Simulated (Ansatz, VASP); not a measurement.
Al in VASP and in Ansatz

```
CELL_PARAMETERS angstrom
2.82708 0.00000 0.00000
-1.41354 2.44832 0.00000
0.00000 0.00000 28.77899
ATOMIC_POSITIONS crystal
Al 0.33333 0.66667 0.26061
Al 0.00000 0.00000 0.34040
Al 0.66667 0.33333 0.42020
Al 0.00000 0.00000 0.50000
Al 0.33333 0.66667 0.57980
Al 0.00000 0.00000 0.65960
Al 0.66667 0.33333 0.73939
```

Alike in both runs: functional PBE; k mesh 11 × 11 × 1; occupations fermi-dirac, width 0.05 eV; no spin polarisation.

```csv
,VASP,Ansatz
version,VASP 6.6.1,Ansatz 0.2.0
potentials or method,"VASP PAW PBE potentials, release 64 (Al)",Ansatz PAW
plane-wave cutoff (eV),520,420
valence electrons in the cell,21,21
task,single point,electrostatic potential
```

Ansatz gave:

```
gap on the k mesh at the Fermi level (eV) : none
rms of the force components (eV/Å)        : 0.051
```

**Question.** Which values does VASP return?

**Answer.** gap on the k mesh at the Fermi level (eV): none; rms of the force components (eV/Å): 0.050.

Atom by atom the forces differ by 0.000 eV/Å (rms over components). A gap of «none» marks a metal or a gap that the smearing closes.
